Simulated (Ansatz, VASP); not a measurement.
# One calculation of Cd3Se, two programs

```
CELL_PARAMETERS angstrom
-2.02725 2.02725 6.04623
2.02725 -2.02725 6.04623
2.02725 2.02725 -6.04623
ATOMIC_POSITIONS crystal
Cd 0.50000 0.50000 0.00000
Cd 0.25000 0.75000 0.50000
Cd 0.75000 0.25000 0.50000
Se 0.00000 0.00000 0.00000
```

Alike in both runs: task single point; functional LDA; k mesh 9 × 9 × 9; occupations fermi-dirac, width 0.05 eV; no spin polarisation.

|  | VASP | Ansatz |
| --- | --- | --- |
| version | VASP 6.6.1 | Ansatz 0.2.0 |
| potentials or method | VASP PAW LDA potentials, release 64 (Cd, Se) | Ansatz PAW |
| plane-wave cutoff (eV) | 520 | 420 |
| valence electrons in the cell | 42 | 76 |

```csv
,VASP,Ansatz,Ansatz less VASP
gap on the k mesh at the Fermi level (eV),none,none,-
pressure (GPa),-4.7,-5.0,-0.31
"traceless stress, the component that is largest in VASP (GPa)",2.04,2.25,+0.217
```

LDA's correlation is that of Perdew and Zunger in VASP and of Perdew and Wang (1992) in Ansatz. A gap of «none» marks a metal or a gap that the smearing closes. VASP's potentials hold 42 valence electrons a cell and Ansatz's 76, so a difference there can come from the potentials and not from the codes.
